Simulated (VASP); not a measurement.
# TiAl3 (Cm) in VASP: single point with PBEsol

Aim: the single point of TiAl3 with PBEsol.

All numbers are computed with VASP 6.6.1; they aren't measurements. Logs are shortened: lines on timing, memory, paths and dates and some standing lists are left out, and cuts for length are marked.

### 1 The cell of the first run

It takes space group Cm (No. 8, monoclinic). Conventional cell: a = 5.584 Å, b = 5.584 Å, c = 11.854 Å, α = 90.00°, β = 92.25°, γ = 90.00°. Ti (site symmetry m) has 12 Al at 2.59 to 3.05 Å within 3.4 Å. Ti (site symmetry m) has 12 Al at 2.79 Å within 3.7 Å. Within 3.7 Å of Ti (site symmetry m) lie 12 Al at 2.79 Å. Within 3.4 Å of Al (site symmetry 1) lie 4 Ti at 2.59 to 3.05 Å and 8 Al at 2.59 to 3.05 Å. Al (site symmetry 1) has 8 Al at 2.79 Å and 4 Ti at 2.79 Å within 3.7 Å. Within 3.7 Å of Al (site symmetry 1) lie 4 Ti at 2.79 Å and 8 Al at 2.79 Å. Al (site symmetry m) has 4 Ti at 2.79 Å and 8 Al at 2.79 Å within 3.7 Å. Al (site symmetry m) has 8 Al at 2.59 to 3.05 Å and 4 Ti at 2.79 Å within 3.4 Å.

### 2 Single point, PBEsol (the part above a cut slid along it)

The input, INCAR:

```
SYSTEM = TiAl3
  ALGO = Normal
  EDIFF = 1E-6
  ENCUT = 500
  GGA = PS
  GGA_COMPAT = .FALSE.
  ISIF = 2
  ISMEAR = 0
  LASPH = .TRUE.
  LCHARG = .FALSE.
  LREAL = .FALSE.
  LWAVE = .FALSE.
  NBANDS = 44
  NELM = 120
  PREC = Accurate
  SIGMA = 0.15
```

The input, KPOINTS:

```
k-points
0
G
  12 12 4
  0 0 0
```

The input, POSCAR:

```
TiAl3
1.0
    0.0000000000     -3.9483448101      0.0000000000
    0.0000000000      0.0000000000     -3.9483448101
   11.8450344303     -0.3288971227      0.3288971227
Ti Al
3 9
Direct
   -0.0069416667      1.0069416667      0.0833333333
   -0.0347083333      1.0347083333      0.4166666667
   -0.0624750000      1.0624750000      0.7500000000
    0.4236416667      0.0763583333      0.9166666667
    0.4791750000      0.0208250000      0.2500000000
    0.4514083333      0.0485916667      0.5833333333
   -0.0763583333      0.5763583333      0.9166666667
   -0.0208250000      0.5208250000      0.2500000000
   -0.0485916667      0.5485916667      0.5833333333
    0.4375250000      0.5624750000      0.7500000000
    0.4930583333      0.5069416667      0.0833333333
    0.4652916667      0.5347083333      0.4166666667
```

Potentials or basis: VASP PAW PBE potentials, release 64 (Ti_sv, Al).

Run with:

```sh
$ cat potpaw_PBE.64/Ti_sv/POTCAR potpaw_PBE.64/Al/POTCAR > POTCAR
$ mpirun -np 1 vasp_std > vasp.out
```

OUTCAR:

```text
SYSTEM = TiAl3
   EDIFF = 1E-6
   ENCUT = 500
   GGA = PS
   ISIF = 2
   ISMEAR = 0
   LASPH = .TRUE.
   LREAL = .FALSE.
   NELM = 120
   PREC = Accurate

 ion  position               nearest neighbor table
   1  0.993  0.007  0.083-   4 2.59   7 2.59  11 2.79  11 2.79  11 2.79  11 2.79   8 2.79   5 2.79
                             8 2.79   5 2.79   4 3.05   7 3.05
   2  0.965  0.035  0.417-   6 2.79   9 2.79   9 2.79   6 2.79  12 2.79  12 2.79  12 2.79  12 2.79
                             5 2.79   8 2.79   8 2.79   5 2.79
   3  0.938  0.062  0.750-  10 2.79  10 2.79  10 2.79  10 2.79   7 2.79   4 2.79   6 2.79   9 2.79
                             7 2.79   9 2.79   4 2.79   6 2.79
   4  0.424  0.076  0.917-   1 2.59  11 2.59   7 2.79   7 2.79   7 2.79   7 2.79   3 2.79  10 2.79
                            10 2.79   3 2.79   1 3.05  11 3.05
   5  0.479  0.021  0.250-   8 2.79   8 2.79   8 2.79   8 2.79  11 2.79   2 2.79   1 2.79  12 2.79
                             1 2.79  11 2.79  12 2.79   2 2.79
   6  0.451  0.049  0.583-   2 2.79  12 2.79   2 2.79  12 2.79   9 2.79   9 2.79   9 2.79   9 2.79
                            10 2.79   3 2.79   3 2.79  10 2.79
   7  0.924  0.576  0.917-   1 2.59  11 2.59   4 2.79   4 2.79   4 2.79   4 2.79   3 2.79  10 2.79
                            10 2.79   3 2.79  11 3.05   1 3.05
   8  0.979  0.521  0.250-   5 2.79   5 2.79   5 2.79   5 2.79   2 2.79  11 2.79  12 2.79   1 2.79
                             1 2.79  11 2.79  12 2.79   2 2.79
   9  0.951  0.549  0.583-   2 2.79  12 2.79  12 2.79   2 2.79   6 2.79   6 2.79   6 2.79   6 2.79
                            10 2.79   3 2.79   3 2.79  10 2.79
  10  0.438  0.562  0.750-   3 2.79   3 2.79   3 2.79   3 2.79   6 2.79   9 2.79   7 2.79   4 2.79
                             6 2.79   7 2.79   9 2.79   4 2.79
  11  0.493  0.507  0.083-   4 2.59   7 2.59   1 2.79   1 2.79   1 2.79   1 2.79   8 2.79   5 2.79
                             5 2.79   8 2.79   4 3.05   7 3.05
  12  0.465  0.535  0.417-   6 2.79   9 2.79   6 2.79   9 2.79   2 2.79   2 2.79   2 2.79   2 2.79
                             5 2.79   8 2.79   5 2.79   8 2.79

  LATTYP: Found a base centered monoclinic cell.
 ALAT       =     5.5838027794
 B/A-ratio  =     1.0000000000
 C/A-ratio  =     2.1229552256
 COS(beta)  =    -0.0392377564

  Lattice vectors:

 A1 = (   0.0000000000,   0.0000000000,  -3.9483448101)
 A2 = (   0.0000000000,   3.9483448101,   0.0000000000)
 A3 = (  11.8450344303,  -0.3288971227,   0.3288971227)

Analysis of symmetry for initial positions (statically):
=====================================================================
 Subroutine PRICEL returns:
 Original cell was already a primitive cell.

 Routine SETGRP: Setting up the symmetry group for a
 base centered monoclinic supercell.

 Subroutine GETGRP returns: Found  2 space group operations
 (whereof  2 operations were pure point group operations)
 out of a pool of  4 trial point group operations.

The static configuration has the point symmetry C_1h.

Analysis of symmetry for dynamics (positions and initial velocities):
=====================================================================
 Subroutine PRICEL returns:
 Original cell was already a primitive cell.

 Routine SETGRP: Setting up the symmetry group for a
 base centered monoclinic supercell.

 Subroutine GETGRP returns: Found  2 space group operations
 (whereof  2 operations were pure point group operations)
 out of a pool of  4 trial point group operations.

The dynamic configuration has the point symmetry C_1h.

 Subroutine INISYM returns: Found  2 space group operations
 (whereof  2 operations are pure point group operations),
 and found     1 'primitive' translations

----------------------------------------------------------------------------------------

                                     Primitive cell

  volume of cell :     184.6573

  direct lattice vectors                    reciprocal lattice vectors
     0.000000000 -3.948344810  0.000000000    -0.007032483 -0.253270686  0.000000000
     0.000000000  0.000000000 -3.948344810     0.007032483  0.000000000 -0.253270686
    11.845034430 -0.328897123  0.328897123     0.084423562  0.000000000  0.000000000

  length of vectors
     3.948344810  3.948344810 11.854163289     0.253368302  0.253368302  0.084423562
[... 41 lines left out ...]
    -0.000586040 -0.021105891  0.000000000     0.083333333  0.000000000  0.000000000
     0.000586040  0.000000000 -0.021105891     0.000000000  0.083333333  0.000000000
     0.021105891  0.000000000  0.000000000     0.000000000  0.000000000  0.250000000

  Length of vectors
     0.021114025  0.021114025  0.021105891

  Shift w.r.t. Gamma in fractional coordinates (k-lattice)
     0.000000000  0.000000000  0.000000000

 Subroutine IBZKPT returns following result:
 ===========================================

 Found    164 irreducible k-points:

 Following reciprocal coordinates:
            Coordinates               Weight
  0.000000  0.000000  0.000000      1.000000
  0.083333  0.000000 -0.000000      4.000000
  0.166667  0.000000  0.000000      4.000000
  0.250000  0.000000 -0.000000      4.000000
  0.333333  0.000000  0.000000      4.000000
  0.416667  0.000000 -0.000000      4.000000
[... 16 lines left out ...]
  0.500000  0.166667 -0.000000      4.000000
 -0.416667  0.166667  0.000000      4.000000
 [... further k-points ...]
   k-points           NKPTS =    164   k-points in BZ     NKDIM =    164   number of bands    NBANDS=     44
   number of dos      NEDOS =    301   number of ions     NIONS =     12
   total plane-waves  NPLWV =  81000
   dimension x,y,z NGX =    30 NGY =   30 NGZ =   90
   dimension x,y,z NGXF=    60 NGYF=   60 NGZF=  180
   ions per type =               3   9
   NGX,Y,Z   is equivalent  to a cutoff of  12.63, 12.63, 12.62 a.u.
   NGXF,Y,Z  is equivalent  to a cutoff of  25.26, 25.26, 25.24 a.u.
 SYSTEM =  TiAl3
   PREC   = accura    normal or accurate (medium, high low for compatibility)
   ISTART =      0    job   : 0-new  1-cont  2-samecut
   ICHARG =      2    charge: 1-file 2-atom 10-const
   ISPIN  =      1    spin polarized calculation?
   LNONCOLLINEAR =      F non collinear calculations
   LSORBIT =      F    spin-orbit coupling
   LASPH  =      T    aspherical Exc in radial PAW
   ENCUT  =  500.0 eV  36.75 Ry    6.06 a.u.   7.20  7.20 21.61*2*pi/ulx,y,z
   NELM   =    120;   NELMIN=  2; NELMDL= -5     # of ELM steps
   EDIFF  = 0.1E-05   stopping-criterion for ELM
   LREAL  =      F    real-space projection
   EDIFFG = 0.1E-04   stopping-criterion for IOM
   NSW    =      0    number of steps for IOM
   IBRION =     -1    ionic relax: 0-MD 1-quasi-New 2-CG
   NFREE  =      0    steps in history (QN), initial steepest desc. (CG)
   ISIF   =      2    stress and relaxation
   ISYM   =      2    0-nonsym 1-usesym 2-fastsym
   POTIM  = 0.5000    time-step for ionic-motion
   TEBEG  =    0.0;   TEEND  =   0.0 temperature during run
   PSTRESS=    0.0 pullay stress
   NELECT =      63.0000    total number of electrons
   NUPDOWN=      -1.0000    fix difference up-down
   EMIN   =  10.00;   EMAX   =-10.00  energy-range for DOS
   EFERMI =   0.00;   METHOD = LEGACY
   ISMEAR =     0;   SIGMA  =   0.15  broadening in eV -4-tet -1-fermi 0-gaus
   EFERMI_NEDOS =   21; number of points for ismear=-14 and -15
   IALGO  =     38    algorithm
   IMIX   =      4    mixing-type and parameters
     AMIX     =   0.40;   BMIX     =  1.00
     AMIX_MAG =   1.60;   BMIX_MAG =  1.00
  volume/ion in A,a.u.               =      15.39       103.84
  Fermi-wavevector in a.u.,A,eV,Ry     =   1.143930  2.161715 17.804261  1.308576
  Thomas-Fermi vector in A             =   2.280624
   LORBIT       =      0    0 simple, 1 ext, 2 COOP (PROOUT), +10 PAW based schemes
   GGA     = PS    functional components
   LHFCALC =     F    Hartree Fock is set to
   AEXX    =    0.0000 exact exchange contribution
   IVDW    =     0    specifies the selected vdW correction
   LEPSILON=     F    determine dielectric tensor
   LRPA    =     F    only Hartree local field effects (RPA)
 non-spin polarized calculation
 Gauss-broadening in eV      SIGMA  =   0.15
  energy-cutoff  :      500.00
  volume of cell :      184.66
 maximum number of plane-waves:      4719
 NGX is ok and might be reduce to    30
   NGX = 15   NGY = 15   NGZ = 43

 number of electron      62.9999996 magnetization

 Free energy of the ion-electron system (eV)
  ---------------------------------------------------
  ext. energy  EPLUGINS =         0.00000000
  ---------------------------------------------------
  free energy    TOTEN  =       -65.97587887 eV

  energy without entropy =      -65.89557051  energy(sigma->0) =      -65.93572469

 E-fermi :   9.0849     XC(G=0): -10.9340

 val. band max:        9.0838492187   @ k =  -0.4167   0.1667   0.2500
 cond. band min:       9.0876502627   @ k =   0.2500   0.1667  -0.0000
 fundamental gap:      0.0038010441
 Fermi energy:         9.0849419308

 k-point     1 :       0.0000    0.0000    0.0000
  band No.  band energies     occupation
      1     -47.6234      2.00000
      2     -47.6163      2.00000
      3     -47.5716      2.00000
      4     -24.0477      2.00000
      5     -24.0412      2.00000
      6     -24.0324      2.00000
[... 1093 lines left out ...]
     42      11.3524      0.00000
     43      11.4055      0.00000

 [... further k-points ...]

 [bands above 43 left out]

------------------------ aborting loop because EDIFF is reached ----------------------------------------

  FORCE on cell =-STRESS in cart. coord.  units (eV):
  Direction    XX          YY          ZZ          XY          YZ          ZX
  --------------------------------------------------------------------------------------
  -------------------------------------------------------------------------------------
  Total        2.5359501      0.6883999      0.6883999      2.2544234      0.1603550     -2.2544230
  in kB       22.0031476      5.9728951      5.9728951     19.5604841      1.3913185    -19.5604808
  external PRESSURE =      11.3163126 kB  Pullay stress =       0.0000000 kB

 VOLUME and BASIS-vectors are now :
 -----------------------------------------------------------------------------
  energy-cutoff  :      500.00
  volume of cell :      184.66
      direct lattice vectors                 reciprocal lattice vectors
     0.000000000 -3.948344810  0.000000000    -0.007032483 -0.253270686  0.000000000
     0.000000000  0.000000000 -3.948344810     0.007032483  0.000000000 -0.253270686
    11.845034430 -0.328897123  0.328897123     0.084423562  0.000000000  0.000000000

 POSITION                                       TOTAL-FORCE (eV/Angst)
 -----------------------------------------------------------------------------------
      0.98709     -3.94834     -0.00000         0.693668      0.708527     -0.708527
      4.93543     -3.94834      0.00000         0.019447      0.020621     -0.020621
      8.88378     -3.94834      0.00000        -0.073075     -0.000004      0.000004
     10.85795     -1.97417      0.00000        -0.558028     -0.612500      0.539663
      2.96126     -1.97417      0.00000        -0.012897     -0.033001     -0.003491
      6.90960     -1.97417     -0.00000        -0.003545     -0.003623      0.010524
     10.85795     -3.94834     -1.97417        -0.558028     -0.539663      0.612500
      2.96126     -3.94834     -1.97417        -0.012897      0.003491      0.033001
      6.90960     -3.94834     -1.97417        -0.003545     -0.010524      0.003623
      8.88378     -1.97417     -1.97417         0.030794     -0.032090      0.032090
      0.98709     -1.97417     -1.97417         0.477298      0.506298     -0.506298
      4.93543     -1.97417     -1.97417         0.000808     -0.007532      0.007532
 -----------------------------------------------------------------------------------
    total drift:                               -0.000027      0.000161     -0.000161

  FREE ENERGIE OF THE ION-ELECTRON SYSTEM (eV)
  ---------------------------------------------------
  free  energy   TOTEN  =       -65.9758788708 eV

  energy  without entropy=      -65.8955705124  energy(sigma->0) =      -65.93572469
```

It took 37 min on 1 thread of Oxide Virtual Turin-like, shared host; peak memory 0.9 GiB.

What came out:

```
Free energy            : -65.9759 eV
Pressure               : 1.1 GPa
Largest force          : 1.219 eV/Å
Band gap on the k mesh : zero (an odd number of electrons rules out a gap without spin polarisation)
```

Forces on the atoms (eV/Å):
```
Ti   0.694  0.709 -0.709
Ti   0.019  0.021 -0.021
Ti  -0.073  0.000  0.000
Al  -0.558 -0.613  0.540
Al  -0.013 -0.033 -0.003
Al  -0.004 -0.004  0.011
Al  -0.558 -0.540  0.613
Al  -0.013  0.003  0.033
Al  -0.004 -0.011  0.004
Al   0.031 -0.032  0.032
Al   0.477  0.506 -0.506
Al   0.001 -0.008  0.008
```

Stress tensor (GPa, compression positive):
```
 2.20  1.96 -1.96
 1.96  0.60  0.14
-1.96  0.14  0.60
```

Levels at points of the mesh, in eV from the Fermi level:
| k point | band 28 | band 29 | band 30 | band 31 | band 32 | band 33 | band 34 | band 35 | band 36 | band 37 |
| --- | --- | --- | --- | --- | --- | --- | --- | --- | --- | --- |
| (0.00, 0.00, 0.00) | -2.00 | -0.41 | -0.35 | 0.02 | 0.15 | 0.17 | 0.32 | 0.34 | 0.35 | 0.43 |
| (0.50, 0.00, 0.00) | -1.06 | -0.99 | 0.28 | 0.37 | 0.57 | 0.64 | 0.69 | 0.73 | 0.89 | 0.96 |
| (0.50, 0.50, 0.00) | -2.87 | -2.86 | -2.69 | -1.28 | -1.25 | 0.66 | 0.78 | 0.80 | 0.89 | 1.01 |
| (0.00, 0.00, 0.50) | -1.43 | -1.34 | 0.01 | 0.18 | 0.20 | 0.23 | 0.23 | 0.24 | 0.40 | 0.64 |
| (0.50, 0.00, 0.50) | -1.21 | -0.46 | -0.40 | 0.29 | 0.37 | 0.61 | 0.81 | 0.88 | 0.93 | 0.99 |
| (0.50, 0.50, 0.50) | -1.90 | -1.84 | -1.83 | -1.82 | -1.33 | -1.15 | 0.18 | 0.89 | 0.92 | 1.16 |

Caveat: the cell differs from its parent crystal (the part above a cut slid along it); the PAW data sets were made with another functional, which shifts forces and pressure a little.
